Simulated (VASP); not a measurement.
Here is a VASP 6.6.1 calculation.

INCAR

```
SYSTEM = AlN
PREC = Accurate ; ENCUT = 520
EDIFF = 1E-6 ; ISMEAR = 0
SIGMA = 0.1 ; LREAL = .False.
LASPH = .True. ; NELM = 100
ALGO = Normal ; ISIF = 2
LWAVE = .False. ; LCHARG = .False.
GGA = PE ; NBANDS = 16
```

File KPOINTS:

```
Automatic mesh
0
Gamma
  6 6 4
  0 0 0
```

The input POSCAR:

```
AlN
1.0
    3.3121156500      0.0000000000      0.0000000000
   -1.6560578200      2.8683762900      0.0000000000
    0.0000000000      0.0000000000      4.1875629400
Al N
2 2
Direct
    0.3333333300      0.6666666700      0.7500000000
    0.6666666700      0.3333333300      0.2500000000
    0.3333333300      0.6666666700      0.2500000000
    0.6666666700      0.3333333300      0.7500000000
```

Potentials or basis: VASP PAW PBE potentials, release 64 (Al, N).

The run is started by

```bash
$ cat potpaw_PBE.64/Al/POTCAR potpaw_PBE.64/N/POTCAR > POTCAR
$ mpirun -np 1 vasp_std > vasp.out
```

Question: Predict the band gap on the k mesh.

Answer: 3.27 eV, direct.

Question: Predict the pressure.

Answer: 0.0 GPa.

PBE gaps usually lie below the measured ones, often by a third to a half.
